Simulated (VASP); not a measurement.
Set up this calculation in VASP 6.6.1, as the native input.

* Task: relaxation of cell and atoms
* Functional: PBE
* Dispersion: D3(BJ)
* Potentials or basis: VASP PAW PBE potentials, release 64 (Ge_d, N)
* Cutoff: 600 eV
* k mesh: 6 × 6 × 10
* Occupations: gaussian, width 0.02 eV
* Spin: no spin polarisation
* Dipole correction: no
* Further INCAR settings: ALGO = Normal; EDIFF = 1e-07; IBRION = 2; EDIFFG = -0.005; NSW = 70; ISIF = 3

The structure of Ge3N4 lies in POSCAR:

```
Ge3N4
1.0
    8.1293900246      0.0000000000      0.0000000000
   -4.0646950123      7.0402582786      0.0000000000
    0.0000000000      0.0000000000      3.1140866418
Ge N
6 8
Direct
    0.8290918224      0.2353462345      0.7500000000
    0.5937455879      0.8290918224      0.2500000000
    0.2353462345      0.4062544121      0.2500000000
    0.7646537655      0.5937455879      0.7500000000
    0.4062544121      0.1709081776      0.7500000000
    0.1709081776      0.7646537655      0.2500000000
    0.6666666667      0.3333333333      0.7500000000
    0.3333333333      0.6666666667      0.2500000000
    0.6695321238      0.9725139304      0.7500000000
    0.6970181934      0.6695321238      0.2500000000
    0.9725139304      0.3029818066      0.2500000000
    0.0274860696      0.6970181934      0.7500000000
    0.3304678762      0.0274860696      0.2500000000
    0.3029818066      0.3304678762      0.7500000000
```

These files were run (other wordings do the same):

INCAR

```
SYSTEM = Ge3N4
PREC = Accurate
ENCUT = 600
EDIFF = 1E-7
ISMEAR = 0
SIGMA = 0.02
LREAL = .False.
LASPH = .True.
NELM = 120
ALGO = Normal
ISIF = 3
LWAVE = .False.
LCHARG = .False.
GGA = PE
IVDW = 12
IBRION = 2
NSW = 70
EDIFFG = -0.005
GGA_COMPAT = .False.
NELMIN = 4
KPAR = 4
```

KPOINTS

```
regular mesh
0
Gamma
  6 6 10
  0 0 0
```

Potentials or basis: VASP PAW PBE potentials, release 64 (Ge_d, N).

Command:

```bash
$ cat potpaw_PBE.64/Ge_d/POTCAR potpaw_PBE.64/N/POTCAR > POTCAR
$ mpirun -np 4 vasp_std > vasp.out
```

Results of the run:

- Relaxed volume: 12.48 Å³/atom
- Relaxed cell: a = 8.074 Å, b = 8.074 Å, c = 3.094 Å, α = 90.00°, β = 90.00°, γ = 120.00°
- Space group after relaxing (to 0.1 Å): P6_3/m (No. 176)
- Energy gained by relaxing: 2.8 meV/atom
- Ionic steps: 17
- Pressure after relaxing: 0.0 GPa
- Largest force after relaxing: 0.004 eV/Å
- Band gap on the k mesh: 2.06 eV
- Dispersion energy per atom: -0.226 eV

Run time: 25 min on 4 MPI ranks on Intel(R) Xeon(R) 6975P-C (Granite Rapids) (shared host), peak memory 0.79 GiB a rank.
